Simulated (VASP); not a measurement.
# GaN (zincblende type) (F-43m) in VASP: notebook

GaN (zincblende type) is run at these levels: PBE; tasks: single point.

All numbers are computed with VASP 6.6.1; they aren't measurements. Logs are shortened: lines on timing, memory, paths and dates and some standing lists are left out, and cuts for length are marked.

## Step 1: The cell of the first run

Symmetry: F-43m, No. 216, cubic system. The conventional cell has a = 3.727 Å, b = 3.727 Å, c = 3.727 Å, α = 90.00°, β = 90.00°, γ = 90.00°. Ga (site symmetry -43m) has 4 N at 1.61 Å within 2.1 Å. N (site symmetry -43m) has 4 Ga at 1.61 Å within 2.1 Å.

## Step 2: Single point, PBE (volume scaled by 0.55, level accurate)

The input, INCAR:

```
ALGO = Normal ; EDIFF = 1E-6
ENCUT = 520 ; GGA = PE
ISIF = 2 ; ISMEAR = -1
LASPH = T ; LCHARG = F
LREAL = F ; LWAVE = F
NBANDS = 16 ; NELM = 80
PREC = Accurate ; SIGMA = 0.05
```

The input, KPOINTS:

```
k-points
0
Gamma
  17 17 17
```

The input, POSCAR:

```
GaN
1.0
    0.0000000000      1.8633400090      1.8633400090
    1.8633400090      0.0000000000      1.8633400090
    1.8633400090      1.8633400090      0.0000000000
Ga N
1 1
Direct
    0.0000000000      0.0000000000      0.0000000000
    0.2500000000      0.2500000000      0.2500000000
```

Potentials or basis: VASP PAW PBE potentials, release 64 (Ga_d, N).

The run is started by

```bash
$ cat potpaw_PBE.64/Ga_d/POTCAR potpaw_PBE.64/N/POTCAR > POTCAR
$ mpirun -np 1 vasp_std > vasp.out
```

OUTCAR:

```text
EDIFF = 1E-6
   ENCUT = 520
   GGA = PE
   ISIF = 2
   ISMEAR = -1
   LASPH = T
   LREAL = F
   NELM = 80
   PREC = Accurate

 ion  position               nearest neighbor table
   1  0.000  0.000  0.000-   2 1.61   2 1.61   2 1.61   2 1.61
   2  0.250  0.250  0.250-   1 1.61   1 1.61   1 1.61   1 1.61

  LATTYP: Found a face centered cubic cell.
 ALAT       =     3.7266800180

  Lattice vectors:

 A1 = (   0.0000000000,   1.8633400090,   1.8633400090)
 A2 = (   1.8633400090,   0.0000000000,   1.8633400090)
 A3 = (   1.8633400090,   1.8633400090,   0.0000000000)

Analysis of symmetry for initial positions (statically):
=====================================================================
 Subroutine PRICEL returns:
 Original cell was already a primitive cell.

 Routine SETGRP: Setting up the symmetry group for a
 face centered cubic supercell.

 Subroutine GETGRP returns: Found 24 space group operations
 (whereof 24 operations were pure point group operations)
 out of a pool of 48 trial point group operations.

The static configuration has the point symmetry T_d .

Analysis of symmetry for dynamics (positions and initial velocities):
=====================================================================
 Subroutine PRICEL returns:
 Original cell was already a primitive cell.

 Routine SETGRP: Setting up the symmetry group for a
 face centered cubic supercell.

 Subroutine GETGRP returns: Found 24 space group operations
 (whereof 24 operations were pure point group operations)
 out of a pool of 48 trial point group operations.

The dynamic configuration has the point symmetry T_d .

 Subroutine INISYM returns: Found 24 space group operations
 (whereof 24 operations are pure point group operations),
 and found     1 'primitive' translations

----------------------------------------------------------------------------------------

                                     Primitive cell

  volume of cell :      12.9392

  direct lattice vectors                    reciprocal lattice vectors
     0.000000000  1.863340009  1.863340009    -0.268335353  0.268335353  0.268335353
     1.863340009  0.000000000  1.863340009     0.268335353 -0.268335353  0.268335353
     1.863340009  1.863340009  0.000000000     0.268335353  0.268335353 -0.268335353

  length of vectors
     2.635160712  2.635160712  2.635160712     0.464770466  0.464770466  0.464770466

  position of ions in fractional coordinates (direct lattice)
     0.000000000  0.000000000  0.000000000
     0.250000000  0.250000000  0.250000000

  ion indices of the primitive-cell ions
   primitive index   ion index
                 1           1
                 2           2

----------------------------------------------------------------------------------------

 KPOINTS: k-points

Automatic generation of k-mesh.
 Grid dimensions read from file:
 generate k-points for:   17   17   17

 Generating k-lattice:

  Cartesian coordinates                     Fractional coordinates (reciprocal lattice)
    -0.015784433  0.015784433  0.015784433     0.058823529  0.000000000  0.000000000
     0.015784433 -0.015784433  0.015784433     0.000000000  0.058823529  0.000000000
     0.015784433  0.015784433 -0.015784433     0.000000000  0.000000000  0.058823529

  Length of vectors
     0.027339439  0.027339439  0.027339439

  Shift w.r.t. Gamma in fractional coordinates (k-lattice)
     0.000000000  0.000000000  0.000000000

 Subroutine IBZKPT returns following result:
 ===========================================

 Found    165 irreducible k-points:

 Following reciprocal coordinates:
            Coordinates               Weight
  0.000000  0.000000  0.000000      1.000000
  0.058824  0.000000  0.000000      8.000000
  0.117647  0.000000  0.000000      8.000000
  0.176471  0.000000  0.000000      8.000000
  0.235294  0.000000  0.000000      8.000000
  0.294118  0.000000  0.000000      8.000000
[... 16 lines left out ...]
 -0.176471  0.058824  0.000000     24.000000
 -0.117647  0.058824  0.000000     24.000000
 [... further k-points ...]
   k-points           NKPTS =    165   k-points in BZ     NKDIM =    165   number of bands    NBANDS=     16
   number of dos      NEDOS =    301   number of ions     NIONS =      2
   total plane-waves  NPLWV =   8000
   dimension x,y,z NGX =    20 NGY =   20 NGZ =   20
   dimension x,y,z NGXF=    40 NGYF=   40 NGZF=   40
   ions per type =               1   1
   NGX,Y,Z   is equivalent  to a cutoff of  12.62, 12.62, 12.62 a.u.
   NGXF,Y,Z  is equivalent  to a cutoff of  25.24, 25.24, 25.24 a.u.
 SYSTEM =  unknown system
   PREC   = accura    normal or accurate (medium, high low for compatibility)
   ISTART =      0    job   : 0-new  1-cont  2-samecut
   ICHARG =      2    charge: 1-file 2-atom 10-const
   ISPIN  =      1    spin polarized calculation?
   LNONCOLLINEAR =      F non collinear calculations
   LSORBIT =      F    spin-orbit coupling
   LASPH  =      T    aspherical Exc in radial PAW
   ENCUT  =  520.0 eV  38.22 Ry    6.18 a.u.   4.90  4.90  4.90*2*pi/ulx,y,z
   NELM   =     80;   NELMIN=  2; NELMDL= -5     # of ELM steps
   EDIFF  = 0.1E-05   stopping-criterion for ELM
   LREAL  =      F    real-space projection
[... 7 lines left out ...]
   TEBEG  =    0.0;   TEEND  =   0.0 temperature during run
   PSTRESS=    0.0 pullay stress
   NELECT =      18.0000    total number of electrons
   NUPDOWN=      -1.0000    fix difference up-down
   EMIN   =  10.00;   EMAX   =-10.00  energy-range for DOS
   EFERMI =   0.00;   METHOD = LEGACY
   ISMEAR =    -1;   SIGMA  =   0.05  broadening in eV -4-tet -1-fermi 0-gaus
   EFERMI_NEDOS =   21; number of points for ismear=-14 and -15
   IALGO  =     38    algorithm
   IMIX   =      4    mixing-type and parameters
     AMIX     =   0.40;   BMIX     =  1.00
     AMIX_MAG =   1.60;   BMIX_MAG =  1.00
  volume/ion in A,a.u.               =       6.47        43.66
  Fermi-wavevector in a.u.,A,eV,Ry     =   1.827526  3.453523 45.441434  3.339851
  Thomas-Fermi vector in A             =   2.882609
   LORBIT       =      0    0 simple, 1 ext, 2 COOP (PROOUT), +10 PAW based schemes
   GGA     = PE    functional components
   LHFCALC =     F    Hartree Fock is set to
   AEXX    =    0.0000 exact exchange contribution
   IVDW    =     0    specifies the selected vdW correction
   LEPSILON=     F    determine dielectric tensor
   LRPA    =     F    only Hartree local field effects (RPA)
 non-spin polarized calculation
  energy-cutoff  :      520.00
  volume of cell :       12.94
 maximum number of plane-waves:       360
   NGX =  9   NGY =  9   NGZ =  9

 number of electron      18.0000016 magnetization

 Free energy of the ion-electron system (eV)
  ---------------------------------------------------
  ext. energy  EPLUGINS =         0.00000000
  ---------------------------------------------------
  free energy    TOTEN  =        -4.98815579 eV

  energy without entropy =       -4.98815579  energy(sigma->0) =       -4.98815579

 E-fermi :  14.9426     XC(G=0): -15.0937

 val. band max:       14.0169121515   @ k =   0.0000   0.0000   0.0000
 cond. band min:      17.4331219530   @ k =   0.4706   0.4706   0.0000
 fundamental gap:      3.4162098015
 Fermi energy:        14.9425500865

 k-point     1 :       0.0000    0.0000    0.0000
  band No.  band energies     occupation
      1      -8.8766      2.00000
      2      -1.9900      2.00000
      3      -1.9900      2.00000
      4      -1.9900      2.00000
      5      -0.4785      2.00000
      6      -0.4785      2.00000
[... 8 lines left out ...]
     15      37.4242      0.00000
     16      37.4242      0.00000

 k-point     2 :       0.0588    0.0000    0.0000
  band No.  band energies     occupation
      1      -8.7920      2.00000
      2      -1.9956      2.00000
      3      -1.9701      2.00000
      4      -1.9701      2.00000
      5      -0.4827      2.00000
      6      -0.4827      2.00000
[... 8 lines left out ...]
     15      36.5722      0.00000
     16      36.5722      0.00000

 k-point     3 :       0.1176    0.0000    0.0000
  band No.  band energies     occupation
      1      -8.5443      2.00000
      2      -2.0036      2.00000
      3      -1.9149      2.00000
      4      -1.9149      2.00000
      5      -0.4918      2.00000
      6      -0.4918      2.00000
[... 8 lines left out ...]
     15      35.4370      0.00000
     16      35.8314      0.00000

 k-point     4 :       0.1765    0.0000    0.0000
  band No.  band energies     occupation
      1      -8.1532      2.00000
      2      -1.9877      2.00000
      3      -1.8375      2.00000
      4      -1.8375      2.00000
      5      -0.4963      2.00000
      6      -0.4963      2.00000
[... 8 lines left out ...]
     15      34.8391      0.00000
     16      35.4649      0.00000

 k-point     5 :       0.2353    0.0000    0.0000
  band No.  band energies     occupation
      1      -7.6566      2.00000
      2      -1.9025      2.00000
      3      -1.7572      2.00000
      4      -1.7572      2.00000
      5      -0.4835      2.00000
      6      -0.4835      2.00000
[... 8 lines left out ...]
     15      35.0818      0.00000
     16      35.3253      0.00000

 k-point     6 :       0.2941    0.0000    0.0000
  band No.  band energies     occupation
      1      -7.1168      2.00000
      2      -1.6930      2.00000
      3      -1.6930      2.00000
      4      -1.6822      2.00000
      5      -0.4448      2.00000
      6      -0.4448      2.00000
[... 8 lines left out ...]
     15      36.1357      0.00000
     16      36.1357      0.00000
[... 267 lines left out ...]
 k-point    21 :      -0.2941    0.0588    0.0000
  band No.  band energies     occupation
      1      -6.8892      2.00000
      2      -1.6920      2.00000
      3      -1.6595      2.00000
      4      -1.5441      2.00000
      5      -0.4878      2.00000
      6      -0.3436      2.00000
[... 8 lines left out ...]
     15      35.9058      0.00000
     16      38.1265      0.00000

 k-point    22 :      -0.2353    0.0588    0.0000
  band No.  band energies     occupation
      1      -7.4168      2.00000
      2      -1.8703      2.00000
      3      -1.7217      2.00000
      4      -1.6914      2.00000
      5      -0.5327      2.00000
      6      -0.4074      2.00000
[... 8 lines left out ...]
     15      35.7395      0.00000
     16      37.1271      0.00000

 k-point    23 :      -0.1765    0.0588    0.0000
  band No.  band energies     occupation
      1      -7.9299      2.00000
      2      -1.9854      2.00000
      3      -1.8027      2.00000
      4      -1.7698      2.00000
      5      -0.5439      2.00000
      6      -0.4452      2.00000
[... 8 lines left out ...]
     15      35.2687      0.00000
     16      37.1209      0.00000

 k-point    24 :      -0.1176    0.0588    0.0000
  band No.  band energies     occupation
      1      -8.3572      2.00000
      2      -2.0168      2.00000
      3      -1.8837      2.00000
      4      -1.8523      2.00000
      5      -0.5301      2.00000
      6      -0.4628      2.00000
[... 8 lines left out ...]
     15      35.0446      0.00000
     16      37.6711      0.00000

 [... further k-points ...]
[... 5 lines left out ...]
  --------------------------------------------------------------------------------------
  -------------------------------------------------------------------------------------
  Total       29.4340715     29.4340715     29.4340715      0.0000000      0.0000000      0.0000000
  in kB     3644.6396876   3644.6396876   3644.6396876      0.0000000      0.0000000      0.0000000
  external PRESSURE =    3644.6396876 kB  Pullay stress =       0.0000000 kB

 VOLUME and BASIS-vectors are now :
 -----------------------------------------------------------------------------
  energy-cutoff  :      520.00
  volume of cell :       12.94
      direct lattice vectors                 reciprocal lattice vectors
     0.000000000  1.863340009  1.863340009    -0.268335353  0.268335353  0.268335353
     1.863340009  0.000000000  1.863340009     0.268335353 -0.268335353  0.268335353
     1.863340009  1.863340009  0.000000000     0.268335353  0.268335353 -0.268335353

 POSITION                                       TOTAL-FORCE (eV/Angst)
 -----------------------------------------------------------------------------------
      0.00000      0.00000      0.00000        -0.000000     -0.000000     -0.000000
      0.93167      0.93167      0.93167         0.000000      0.000000      0.000000
 -----------------------------------------------------------------------------------
    total drift:                                0.000003      0.000003      0.000002

  FREE ENERGIE OF THE ION-ELECTRON SYSTEM (eV)
  ---------------------------------------------------
  free  energy   TOTEN  =        -4.9881557941 eV

  energy  without entropy=       -4.9881557940  energy(sigma->0) =       -4.98815579
```

Run time: 18 s. Hardware: 1 thread of Intel Xeon 6975P-C, shared host; peak memory 0.15 GiB.

What came out:

```
Free energy            : -4.9882 eV
Pressure               : 364.5 GPa
Band gap on the k mesh : 3.42 eV, indirect (least direct gap 5.07 eV)
```

 A k mesh can miss the band edges.

## Step 3: Single point, PBE (volume scaled by 0.64)

The input, INCAR:

```
SYSTEM = GaN
PREC = Accurate
ENCUT = 520
EDIFF = 1E-7
ISMEAR = -1
SIGMA = 0.05
LREAL = .FALSE.
LASPH = .TRUE.
NELM = 60
ALGO = Normal
ISIF = 2
LWAVE = .FALSE.
LCHARG = .TRUE.
GGA = PE
LELF = .TRUE.
LVHAR = .TRUE.
NBANDS = 16
```

The input, KPOINTS:

```
Automatic mesh
0
G
  17 17 17
  0 0 0
```

The input, POSCAR:

```
GaN
1.0
    0.0000000000      1.9598877748      1.9598877748
    1.9598877748      0.0000000000      1.9598877748
    1.9598877748      1.9598877748      0.0000000000
Ga N
1 1
Direct
    0.0000000000      0.0000000000      0.0000000000
    0.2500000000      0.2500000000      0.2500000000
```

Potentials or basis: VASP PAW PBE potentials, release 64 (Ga_d, N).

The run is started by

```bash
$ cat potpaw_PBE.64/Ga_d/POTCAR potpaw_PBE.64/N/POTCAR > POTCAR
$ mpirun -np 1 vasp_std > vasp.out
```

Run time: 24 s. Hardware: 1 thread of Intel Xeon 6975P-C, shared host; peak memory 0.17 GiB.

It converged, with:

```
Free energy            : -8.5964 eV
Pressure               : 198.2 GPa
Band gap on the k mesh : 3.42 eV, indirect (least direct gap 4.30 eV)
```

Levels at points of the mesh, in eV from the valence-band top:
| k point | band 7 | band 8 | band 9 | band 10 | band 11 | band 12 |
| --- | --- | --- | --- | --- | --- | --- |
| (0.00, 0.00, 0.00) | 0.00 | 0.00 | 0.00 | 4.30 | 12.97 | 12.97 |

## Step 4: Single point, PBE (volume scaled by 0.72)

The input, INCAR:

```
SYSTEM = GaN
PREC = Accurate ; ENCUT = 520
EDIFF = 1E-6 ; ISMEAR = -1
SIGMA = 0.05 ; LREAL = .False.
LASPH = .True. ; NELM = 100
ALGO = Normal ; ISIF = 2
LWAVE = .False. ; LCHARG = .True.
GGA = PE ; LELF = .True.
LVHAR = .True. ; NBANDS = 16
```

The input, KPOINTS:

```
regular mesh
0
Gamma
  17 17 17
  0 0 0
```

The input, POSCAR:

```
GaN
1.0
    0.0000000000      2.0383654277      2.0383654277
    2.0383654277      0.0000000000      2.0383654277
    2.0383654277      2.0383654277      0.0000000000
Ga N
1 1
Direct
    0.0000000000      0.0000000000      0.0000000000
    0.2500000000      0.2500000000      0.2500000000
```

The run is started by

```bash
$ cat potpaw_PBE.64/Ga_d/POTCAR potpaw_PBE.64/N/POTCAR > POTCAR
$ mpirun -np 1 vasp_std > vasp.out
```

Run time: 21 s. Hardware: 1 thread of Intel Xeon 6975P-C, shared host; peak memory 0.17 GiB.

The run converged. Its results:

```yaml
Free_energy: -10.3912 eV
Pressure: 113.8 GPa
Band_gap_on_the_k_mesh: 3.42 eV, indirect (least direct gap 3.62 eV)
```

Levels at points of the mesh, in eV from the valence-band top:
```tsv
k point	band 5	band 6	band 7	band 8	band 9	band 10	band 11	band 12	band 13	band 14
(0.00, 0.00, 0.00)	-13.41	-13.41	0.00	0.00	0.00	3.62	12.22	12.22	12.22	21.20
```

 A k mesh can miss the band edges.

## Step 5: Single point, PBE (volume scaled by 0.8)

The input, INCAR:

```
PREC = Accurate
ENCUT = 520
EDIFF = 1E-6
ISMEAR = -1
SIGMA = 0.05
LREAL = False
LASPH = True
NELM = 100
ALGO = Normal
ISIF = 2
LWAVE = False
LCHARG = False
GGA = PE
NBANDS = 16
```

The input, KPOINTS:

```
regular mesh
0
Gamma
  17 17 17
```

The input, POSCAR:

```
GaN
1.0
    0.0000000000      2.1112251053      2.1112251053
    2.1112251053      0.0000000000      2.1112251053
    2.1112251053      2.1112251053      0.0000000000
Ga N
1 1
Direct
    0.0000000000      0.0000000000      0.0000000000
    0.2500000000      0.2500000000      0.2500000000
```

The run is started by

```bash
$ cat potpaw_PBE.64/Ga_d/POTCAR potpaw_PBE.64/N/POTCAR > POTCAR
$ mpirun -np 1 vasp_std > vasp.out
```

It took 20 s on 1 thread of Intel Xeon 6975P-C, shared host; peak memory 0.18 GiB.

It converged, with:

| Quantity | Value |
| --- | --- |
| Free energy | -11.4025 eV |
| Pressure | 62.0 GPa |
| Band gap on the k mesh | 2.98 eV, direct |

Levels at points of the mesh, in eV from the valence-band top:
```csv
k point,band 7,band 8,band 9,band 10,band 11,band 12
"(0.00, 0.00, 0.00)",0.00,0.00,0.00,2.98,11.55,11.55
```

 A k mesh can miss the band edges.

## Step 6: Summary

| cell | gap on the mesh (eV) | pressure (GPa) |
| --- | --- | --- |
| a = 2.635 Å, angles 60.0°, 2 atoms | 3.42 | 364.5 |
| a = 2.772 Å, angles 60.0°, 2 atoms | 3.42 | 198.2 |
| a = 2.883 Å, angles 60.0°, 2 atoms | 3.42 | 113.8 |
| a = 2.986 Å, angles 60.0°, 2 atoms | 2.98 | 62.0 |

Alike in all rows: task single point; level PBE; potentials or basis VASP PAW PBE potentials, release 64 (Ga_d, N); no spin polarisation; k mesh 17 × 17 × 17; cutoff (eV) 520; smearing fermi-dirac 0.05 eV.

Total energies depend on the potentials used, so only differences within one code and one set of settings carry meaning.
